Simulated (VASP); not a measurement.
# MgTl2PtC6N6 (Fm-3m) in VASP: a series of runs, part 2 of 2

VASP 6.6.1. Earlier steps stand in the parts before.

### Step 4. Relaxation of cell and atoms, PBE

INCAR

```
ALGO = Normal ; EDIFF = 1E-6
EDIFFG = -0.04 ; ENCUT = 600
GGA = PE ; IBRION = 2
ISIF = 3 ; ISMEAR = 0
LASPH = T ; LCHARG = F
LREAL = Auto ; LWAVE = F
NELM = 60 ; NSW = 90
PREC = Accurate ; SIGMA = 0.1
```

KPOINTS

```
k-points
0
Gamma
  4 4 4
```

POSCAR

```
MgTl2PtC6N6
1.0
    0.0000000000      5.1620000000      5.1620000000
    5.1620000000      0.0000000000      5.1620000000
    5.1620000000      5.1620000000      0.0000000000
Mg Tl Pt C N
1 2 1 6 6
Direct
    0.5000000000      0.5000000000      0.5000000000
    0.2500000000      0.2500000000      0.2500000000
    0.7500000000      0.7500000000      0.7500000000
    0.0000000000      0.0000000000      0.0000000000
    0.8143161600      0.1856838400      0.1856838400
    0.1856838400      0.8143161600      0.1856838400
    0.1856838400      0.1856838400      0.8143161600
    0.1856838400      0.8143161600      0.8143161600
    0.8143161600      0.1856838400      0.8143161600
    0.8143161600      0.8143161600      0.1856838400
    0.7009879900      0.2990120100      0.2990120100
    0.2990120100      0.7009879900      0.2990120100
    0.2990120100      0.2990120100      0.7009879900
    0.2990120100      0.7009879900      0.7009879900
    0.7009879900      0.2990120100      0.7009879900
    0.7009879900      0.7009879900      0.2990120100
```

Potentials or basis: VASP PAW PBE potentials, release 64 (Mg, Tl_d, Pt, C, N).

Run with:

```
$ cat potpaw_PBE.64/Mg/POTCAR potpaw_PBE.64/Tl_d/POTCAR potpaw_PBE.64/Pt/POTCAR potpaw_PBE.64/C/POTCAR potpaw_PBE.64/N/POTCAR > POTCAR
$ mpirun -np 1 vasp_std > vasp.out
```

OUTCAR:

```text
EDIFF = 1E-6
   EDIFFG = -0.04
   ENCUT = 600
   GGA = PE
   IBRION = 2
   ISIF = 3
   ISMEAR = 0
   LASPH = T
   LREAL = Auto
   NELM = 60
   NSW = 90
   PREC = Accurate

 ion  position               nearest neighbor table
   1  0.500  0.500  0.500-  11 2.08  12 2.08  13 2.08  14 2.08  15 2.08  16 2.08
   2  0.250  0.250  0.250-
   3  0.750  0.750  0.750-
   4  0.000  0.000  0.000-   5 1.92   6 1.92   7 1.92   8 1.92   9 1.92  10 1.92
   5  0.814  0.186  0.186-  11 1.17   4 1.92
   6  0.186  0.814  0.186-  12 1.17   4 1.92
   7  0.186  0.186  0.814-  13 1.17   4 1.92
   8  0.186  0.814  0.814-  14 1.17   4 1.92
   9  0.814  0.186  0.814-  15 1.17   4 1.92
  10  0.814  0.814  0.186-  16 1.17   4 1.92
  11  0.701  0.299  0.299-   5 1.17   1 2.08
  12  0.299  0.701  0.299-   6 1.17   1 2.08
  13  0.299  0.299  0.701-   7 1.17   1 2.08
  14  0.299  0.701  0.701-   8 1.17   1 2.08
  15  0.701  0.299  0.701-   9 1.17   1 2.08
  16  0.701  0.701  0.299-  10 1.17   1 2.08

  LATTYP: Found a face centered cubic cell.
 ALAT       =    10.3240000000

  Lattice vectors:

 A1 = (   0.0000000000,   5.1620000000,   5.1620000000)
 A2 = (   5.1620000000,   0.0000000000,   5.1620000000)
 A3 = (   5.1620000000,   5.1620000000,   0.0000000000)

Analysis of symmetry for initial positions (statically):
=====================================================================
 Subroutine PRICEL returns:
 Original cell was already a primitive cell.
[... 174 lines left out ...]

 number of electron      92.0000009 magnetization

 Free energy of the ion-electron system (eV)
  ---------------------------------------------------
  ext. energy  EPLUGINS =         0.00000000
  ---------------------------------------------------
  free energy    TOTEN  =      -111.43606548 eV

  energy without entropy =     -111.39859094  energy(sigma->0) =     -111.41732821

------------------------ aborting loop because EDIFF is reached ----------------------------------------

  FORCE on cell =-STRESS in cart. coord.  units (eV):
  Direction    XX          YY          ZZ          XY          YZ          ZX
  --------------------------------------------------------------------------------------
  -------------------------------------------------------------------------------------
  Total       15.3019762     15.3019762     15.3019762     -0.0000000     -0.0000000     -0.0000000
  in kB       89.1197805     89.1197805     89.1197805     -0.0000000     -0.0000000     -0.0000000
  external PRESSURE =      89.1197805 kB  Pullay stress =       0.0000000 kB
[... 387 lines left out ...]
--------------------------------------- Ionic step        9  -------------------------------------------

 number of electron      91.9999998 magnetization

 Free energy of the ion-electron system (eV)
  ---------------------------------------------------
  ext. energy  EPLUGINS =         0.00000000
  ---------------------------------------------------
  free energy    TOTEN  =      -113.06585306 eV

  energy without entropy =     -113.02392377  energy(sigma->0) =     -113.04488841

 E-fermi :   3.3541     XC(G=0):  -7.9931

 val. band max:        3.2966956866   @ k =  -0.2500   0.2500   0.0000
 cond. band min:       3.3788193872   @ k =  -0.2500   0.2500   0.0000
 fundamental gap:      0.0821237006
 Fermi energy:         3.3541479477

 k-point     1 :       0.0000    0.0000    0.0000
  band No.  band energies     occupation
      1     -16.9307      2.00000
      2     -16.7646      2.00000
      3     -16.7646      2.00000
      4     -16.7646      2.00000
      5     -16.7087      2.00000
      6     -16.7087      2.00000
[... 496 lines left out ...]
  FREE ENERGIE OF THE ION-ELECTRON SYSTEM (eV)
  ---------------------------------------------------
  free  energy   TOTEN  =      -113.0658530555 eV

  energy  without entropy=     -113.0239237690  energy(sigma->0) =     -113.04488841

 reached required accuracy - stopping structural energy minimisation
```

CONTCAR:

```text
MgTl2PtC6N6
   1.00000000000000
     0.0000000000000000    5.4410572592018216    5.4410572592018216
     5.4410572592018216   -0.0000000000000000    5.4410572592018216
     5.4410572592018216    5.4410572592018216   -0.0000000000000000
  Mg              Tl              Pt              C               N
     1     2     1     6     6
Direct
     0.5000000000000000    0.5000000000000000    0.5000000000000000
     0.2500000000000000    0.2500000000000000    0.2500000000000000
     0.7500000000000000    0.7500000000000000    0.7500000000000000
     0.0000000000000000    0.0000000000000000    0.0000000000000000
     0.8061945717438571    0.1938054282561430    0.1938054282561430
     0.1938054282561430    0.8061945717438571    0.1938054282561430
[... 8 lines left out ...]
     0.6986169013177080    0.3013830986822921    0.6986169013177080
     0.6986169013177080    0.6986169013177080    0.3013830986822921

  0.00000000E+00  0.00000000E+00  0.00000000E+00
  0.00000000E+00  0.00000000E+00  0.00000000E+00
  0.00000000E+00  0.00000000E+00  0.00000000E+00
  0.00000000E+00  0.00000000E+00  0.00000000E+00
  0.00000000E+00  0.00000000E+00  0.00000000E+00
  0.00000000E+00  0.00000000E+00  0.00000000E+00
[... 8 lines left out ...]
  0.00000000E+00  0.00000000E+00  0.00000000E+00
  0.00000000E+00  0.00000000E+00  0.00000000E+00
```

It took 22 min on 1 thread of AMD EPYC 9R45 (Zen 5), shared host; peak memory 0.6 GiB.

Results:

| Quantity | Value |
| --- | --- |
| Free energy | -113.0659 eV |
| Relaxed volume | 20.14 Å³/atom |
| Relaxed cell | a = 7.695 Å, b = 7.695 Å, c = 7.695 Å, α = 60.00°, β = 60.00°, γ = 60.00° |
| Space group after relaxing (to 0.1 Å) | Fm-3m (No. 225) |
| Energy gained by relaxing | 101.9 meV/atom |
| Ionic steps | 9 |
| Pressure after relaxing | 0.1 GPa |
| Largest force after relaxing | 0.017 eV/Å |
| Band gap on the k mesh | zero (bands 46 and 47 overlap by 0.31 eV) |

Forces in eV/Å, atoms in the order of the input:
```
Mg   0.000  0.000  0.000
Tl   0.000  0.000  0.000
Tl   0.000  0.000  0.000
Pt   0.000  0.000  0.000
C   -0.017  0.000  0.000
C    0.000 -0.017  0.000
C    0.000  0.000 -0.017
C    0.017  0.000  0.000
C    0.000  0.017  0.000
C    0.000  0.000  0.017
N    0.016  0.000  0.000
N    0.000  0.016  0.000
N    0.000  0.000  0.016
N   -0.016  0.000  0.000
N    0.000 -0.016  0.000
N    0.000  0.000 -0.016
```

Step by step:
```csv
step,energy change (eV),largest force (eV/Å),pressure (GPa),volume (Å³)
1,0.0000,2.8049,8.91,275.10
2,4.2934,19.6646,18.90,314.96
3,-0.5610,3.8130,10.25,285.50
4,-1.3848,1.6386,4.39,303.34
5,-1.5827,0.9307,-1.74,330.11
6,-1.6283,0.2382,-0.19,322.22
7,-1.6285,0.1849,0.00,321.45
8,-1.6297,0.0660,0.08,322.32
9,-1.6298,0.0175,0.09,322.17
```

Final structure:
```
Mg Tl Pt C N
1.0
     0.00000    5.44106    5.44106
     5.44106    0.00000    5.44106
     5.44106    5.44106    0.00000
Mg Tl Pt C N
1 2 1 6 6
Direct
  0.50000 0.50000 0.50000
  0.25000 0.25000 0.25000
  0.75000 0.75000 0.75000
  0.00000 0.00000 0.00000
  0.80619 0.19381 0.19381
  0.19381 0.80619 0.19381
  0.19381 0.19381 0.80619
  0.19381 0.80619 0.80619
  0.80619 0.19381 0.80619
  0.80619 0.80619 0.19381
  0.69862 0.30138 0.30138
  0.30138 0.69862 0.30138
  0.30138 0.30138 0.69862
  0.30138 0.69862 0.69862
  0.69862 0.30138 0.69862
  0.69862 0.69862 0.30138
```

Caveat: the volume moved by over 15 % at a fixed basis, so the end points are rough; spin-orbit coupling is left out, which moves the levels of the heavy elements.

### Step 5. Single point, PBE, collinear spin

INCAR

```
SYSTEM = MgTl2PtC6N6
ALGO = Normal ; EDIFF = 1E-6
ENCUT = 520 ; GGA = PE
ISIF = 2 ; ISMEAR = 0
ISPIN = 2 ; LASPH = .True.
LCHARG = .False. ; LMAXMIX = 4
LORBIT = 11 ; LREAL = Auto
LWAVE = .False. ; MAGMOM = 0 0 0 1 0 0 0 0 0 0 0 0 0 0 0 0
NBANDS = 64 ; NELM = 150
PREC = Accurate ; SIGMA = 0.1
```

KPOINTS

```
k-points
0
Gamma
  4 4 4
  0 0 0
```

POSCAR is that of step 4.

Potentials or basis: VASP PAW PBE potentials, release 64 (Mg, Tl_d, Pt, C, N).

Run with:

```
$ cat potpaw_PBE.64/Mg/POTCAR potpaw_PBE.64/Tl_d/POTCAR potpaw_PBE.64/Pt/POTCAR potpaw_PBE.64/C/POTCAR potpaw_PBE.64/N/POTCAR > POTCAR
$ mpirun -np 1 vasp_std > vasp.out
```

OUTCAR:

```text
SYSTEM = MgTl2PtC6N6
   EDIFF = 1E-6
   ENCUT = 520
   GGA = PE
   ISIF = 2
   ISMEAR = 0
   ISPIN = 2
   LASPH = .True.
   LORBIT = 11
   LREAL = Auto
   NELM = 150
   PREC = Accurate

 ion  position               nearest neighbor table
   1  0.500  0.500  0.500-  11 2.08  12 2.08  13 2.08  14 2.08  15 2.08  16 2.08
   2  0.250  0.250  0.250-
   3  0.750  0.750  0.750-
   4  0.000  0.000  0.000-   5 1.92   6 1.92   7 1.92   8 1.92   9 1.92  10 1.92
   5  0.814  0.186  0.186-  11 1.17   4 1.92
   6  0.186  0.814  0.186-  12 1.17   4 1.92
   7  0.186  0.186  0.814-  13 1.17   4 1.92
   8  0.186  0.814  0.814-  14 1.17   4 1.92
   9  0.814  0.186  0.814-  15 1.17   4 1.92
  10  0.814  0.814  0.186-  16 1.17   4 1.92
  11  0.701  0.299  0.299-   5 1.17   1 2.08
[... 1230 lines left out ...]
      1.91700      5.16200      5.16200         2.792317      0.000000      0.000000
      5.16200      1.91700      5.16200         0.000000      2.792317      0.000000
[... 8 lines left out ...]
      5.16200      7.23700      5.16200         0.000000      0.520545      0.000000
      5.16200      5.16200      7.23700         0.000000      0.000000      0.520545
 -----------------------------------------------------------------------------------
    total drift:                               -0.000000     -0.000000      0.000000

  FREE ENERGIE OF THE ION-ELECTRON SYSTEM (eV)
  ---------------------------------------------------
  free  energy   TOTEN  =      -111.4175552643 eV

  energy  without entropy=     -111.3800759188  energy(sigma->0) =     -111.39881559

 total charge

# of ion       s       p       d       tot
------------------------------------------
    1        0.138   0.185   0.081   0.404
    2        1.280   0.198   9.649  11.127
    3        1.280   0.198   9.649  11.127
    4        0.904   1.622   8.112  10.637
    5        0.949   1.698   0.000   2.647
    6        0.949   1.698   0.000   2.647
[... 8 lines left out ...]
   15        1.322   2.561   0.000   3.884
   16        1.322   2.561   0.000   3.884
--------------------------------------------------
tot         17.228  27.758  27.491  72.477

 magnetization (x)

# of ion       s       p       d       tot
------------------------------------------
    1        0.000   0.000   0.000   0.000
    2       -0.000   0.000  -0.000   0.000
    3       -0.000   0.000  -0.000   0.000
    4       -0.000  -0.000  -0.000  -0.000
    5        0.000   0.000   0.000   0.000
    6        0.000   0.000   0.000   0.000
[... 8 lines left out ...]
   15       -0.000   0.000   0.000   0.000
   16       -0.000   0.000   0.000   0.000
--------------------------------------------------
tot         -0.000   0.000  -0.000   0.000
```

OSZICAR:

```text
N       E                     dE             d eps       ncg     rms          rms(c)
DAV:   1     0.533260073168E+03    0.53326E+03   -0.44786E+04  2080   0.128E+03
DAV:   2    -0.822266335070E+02   -0.61549E+03   -0.58881E+03  2592   0.299E+02
[... 11 lines left out ...]
DAV:  14    -0.111417572281E+03    0.10767E-03   -0.18879E-04  2432   0.698E-02    0.382E-01
DAV:  15    -0.111417566832E+03    0.54495E-05   -0.37970E-05  2448   0.235E-02    0.247E-01
DAV:  16    -0.111417561690E+03    0.51422E-05   -0.47324E-06  2360   0.784E-03    0.152E-01
DAV:  17    -0.111417557275E+03    0.44150E-05   -0.42035E-06  2160   0.668E-03    0.886E-02
DAV:  18    -0.111417555746E+03    0.15292E-05   -0.14924E-06  1480   0.455E-03    0.444E-02
DAV:  19    -0.111417555264E+03    0.48118E-06   -0.61079E-07  1264   0.281E-03
   1 F= -.11141756E+03 E0= -.11139882E+03  d E =-.374793E-01  mag=     0.0000
```

stdout:

```text
POSCAR found type information on POSCAR MgTlPtC N
 POSCAR found :  5 types and      16 ions
 scaLAPACK will be used
 LDA part: xc-table for (Slater+PW92), standard interpolation
 POSCAR, INCAR and KPOINTS ok, starting setup
 FFT: planning ... GRIDC
 FFT: planning ... GRID_SOFT
 FFT: planning ... GRID
 WAVECAR not read
 entering main loop
```

It took 6.1 min on 1 thread of AMD EPYC 9R45 (Zen 5), shared host; peak memory 0.59 GiB.

What came out:

```yaml
Free_energy: -111.4176 eV
Pressure: 9.0 GPa
Largest_force: 2.792 eV/Å
Band_gap_on_the_k_mesh: zero (filled and empty bands overlap)
Net_moment: 0.00 μB per cell
Valence_electrons_inside_the_program's_atomic_spheres: Mg 0.40; Tl 11.13; Pt 10.64; C 2.65; N 3.88
```

Forces on the atoms (eV/Å):
```
Mg   0.000  0.000  0.000
Tl   0.000  0.000  0.000
Tl   0.000  0.000  0.000
Pt   0.000  0.000  0.000
C    2.792  0.000  0.000
C    0.000  2.792  0.000
C    0.000  0.000  2.792
C   -2.792  0.000  0.000
C    0.000 -2.792  0.000
C    0.000  0.000 -2.792
N   -0.521  0.000  0.000
N    0.000 -0.521  0.000
N    0.000  0.000 -0.521
N    0.521  0.000  0.000
N    0.000  0.521  0.000
N    0.000  0.000  0.521
```

Levels at points of the mesh, in eV from the Fermi level:
Spin up:
| k point | band 44 | band 45 | band 46 | band 47 | band 48 | band 49 |
| --- | --- | --- | --- | --- | --- | --- |
| (0.00, 0.00, 0.00) | -6.25 | -6.25 | 0.43 | 0.43 | 0.43 | 0.57 |
| (0.50, 0.00, 0.00) | -6.15 | -5.68 | -0.16 | 0.10 | 0.39 | 0.39 |
| (0.50, 0.50, 0.00) | -5.83 | -5.83 | -0.58 | 0.15 | 0.15 | 0.50 |
Spin down:
```tsv
k point	band 43	band 44	band 45	band 46	band 47	band 48	band 49	band 50
(0.00, 0.00, 0.00)	-6.25	-6.25	-6.25	0.43	0.43	0.43	0.57	0.57
(0.50, 0.00, 0.00)	-6.15	-6.15	-5.68	-0.16	0.10	0.39	0.39	0.48
(0.50, 0.50, 0.00)	-5.83	-5.83	-5.83	-0.58	0.15	0.15	0.50	0.79
```

Caveat: the cell stands under pressure; spin-orbit coupling is left out, which moves the levels of the heavy elements; forces of over 1 eV/Å act on the atoms, so gaps and moduli don't describe the material at rest.

### Step 6. The runs side by side

| task | spin | cell | cutoff (eV) | gap on the mesh (eV) | pressure (GPa) | largest force (eV/Å) |
| --- | --- | --- | --- | --- | --- | --- |
| single point | off | a = 7.300 Å, angles 60.0°, 16 atoms, atomic positions A | 520 | none | 9.0 | 2.79 |
| single point | off | a = 7.695 Å, angles 60.0°, 16 atoms, atomic positions B | 520 | none | 0.4 | 0.43 |
| relaxation of cell and atoms | off | relaxed from a = 7.300 Å, angles 60.0°, 16 atoms, atomic positions A | 600 | none | 0.1 | 0.02 |
| single point | collinear | a = 7.300 Å, angles 60.0°, 16 atoms, atomic positions A | 520 | none | 9.0 | 2.79 |

Alike in all rows: level PBE; potentials or basis VASP PAW PBE potentials, release 64 (Mg, Tl_d, Pt, C, N); k mesh 4 × 4 × 4; smearing gaussian 0.1 eV.

Caveats: spin-orbit coupling is left out, which moves the levels of the heavy elements; the cell stands under pressure (at least some runs); forces of over 1 eV/Å act on the atoms, so gaps and moduli don't describe the material at rest (at least some runs); the volume moved by over 15 % at a fixed basis, so the end points are rough (at least some runs).

Total energies depend on the potentials used, so only differences within one code and one set of settings carry meaning.

The gap in the log of VASP goes by the Fermi energy; the results here count the filled bands.